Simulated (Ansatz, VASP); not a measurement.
# MgO in VASP and in Ansatz

The input POSCAR:

```
MgO
1.0
    0.0000000000      2.1351500000      2.1351500000
    2.1351500000      0.0000000000      2.1351500000
    2.1351500000      2.1351500000      0.0000000000
Mg O
1 1
Direct
    0.0000000000      0.0000000000      0.0000000000
    0.5000000000      0.5000000000      0.5000000000
```

File INCAR.step1:

```
SYSTEM = MgO
ALGO = Normal
EDIFF = 1E-5
ENCUT = 750
GGA = PE
GGA_COMPAT = .False.
ISMEAR = -1
LASPH = .True.
LCHARG = .False.
LREAL = .False.
LWAVE = .True.
NBANDS = 15
NELM = 120
PREC = Accurate
SIGMA = 0.01
```

Contents of INCAR.step2:

```
SYSTEM = MgO
ALGO = Normal
EDIFF = 1E-8
ENCUT = 750
GGA_COMPAT = .False.
ISIF = 2
ISMEAR = -1
ISTART = 1
LASPH = .True.
LCHARG = .False.
LEFG = .True.
LMIXTAU = .True.
LREAL = .False.
LWAVE = .False.
METAGGA = R2SCAN
NBANDS = 15
NELM = 120
PREC = Accurate
SIGMA = 0.01
```

KPOINTS

```
k-points
0
Gamma
  11 11 11
  0 0 0
```

Input for Ansatz:

```yaml
crystal:
  lattice:
    - [0.0, 2.13515, 2.13515]
    - [2.13515, 0.0, 2.13515]
    - [2.13515, 2.13515, 0.0]
  atoms:
    - { symbol: Mg, position: [0.0, 0.0, 0.0] }
    - { symbol: O, position: [0.5, 0.5, 0.5] }
kpoints:
  mp_grid: { grid: [11, 11, 11] }
  band_path:
    path:
      - [0.0, 0.0, 0.0]
      - [0.5, 0.0, 0.5]
      - [0.625, 0.25, 0.625]
      - [0.375, 0.375, 0.75]
      - [0.0, 0.0, 0.0]
      - [0.5, 0.5, 0.5]
      - [0.5, 0.25, 0.75]
      - [0.5, 0.0, 0.5]
    npoints: 5
scf:
  occupations: { method: fermi_dirac, width: 0.01 }
hamiltonian:
  xc: r2scan
  pseudopotentials: { kind: paw }
output:
  forces: true
  stress: true
  eigenvalues: true
  efg: { contact_densities: true }
```

Alike in both runs: task electric field gradients; functional r2SCAN; k mesh 11 × 11 × 11; occupations fermi-dirac, width 0.01 eV; no spin polarisation.

```csv
,VASP,Ansatz
version,VASP 6.6.1,Ansatz 0.2.0
potentials or method,"VASP PAW PBE potentials, release 64 (Mg_sv, O)","PAW with Ansatz's default frozen-core files, scalar-relativistic"
plane-wave cutoff (eV),750,500
valence electrons in the cell,16,16
```

|  | VASP | Ansatz | Ansatz less VASP |
| --- | --- | --- | --- |
| gap on the k mesh at the Fermi level (eV) | 5.24 | 5.22 | -0.022 |
| pressure (GPa) | -7.0 | -7.1 | -0.03 |

VASP's potentials were made for PBE, not for r2SCAN.
